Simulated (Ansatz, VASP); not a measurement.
**Two plane-wave programs on Ag**

```xyz
1
Lattice="-1.6249 1.6249 1.6249 1.6249 -1.6249 1.6249 1.6249 1.6249 -1.6249" Properties=species:S:1:pos:R:3 pbc="T T T"
Ag    0.0000    0.0000    0.0000
```

Alike in both runs: task single point; functional BLYP; k mesh 15 × 15 × 15; occupations fermi-dirac, width 0.1 eV; no spin polarisation.

|  | VASP | Ansatz |
| --- | --- | --- |
| version | VASP 6.6.1 | Ansatz 0.2.0 |
| potentials or method | VASP PAW PBE potentials, release 64 (Ag), cutoff 520 eV | plane waves (420 eV) with PAW, scalar-relativistic |
| valence electrons in the cell | 11 | 19 |

```csv
,VASP,Ansatz,Ansatz less VASP
pressure (GPa),12.2,12.0,-0.16
```

VASP's potentials were made for PBE, not for BLYP. VASP's potentials hold 11 valence electrons a cell and Ansatz's 19, so a difference there can come from the potentials and not from the codes.
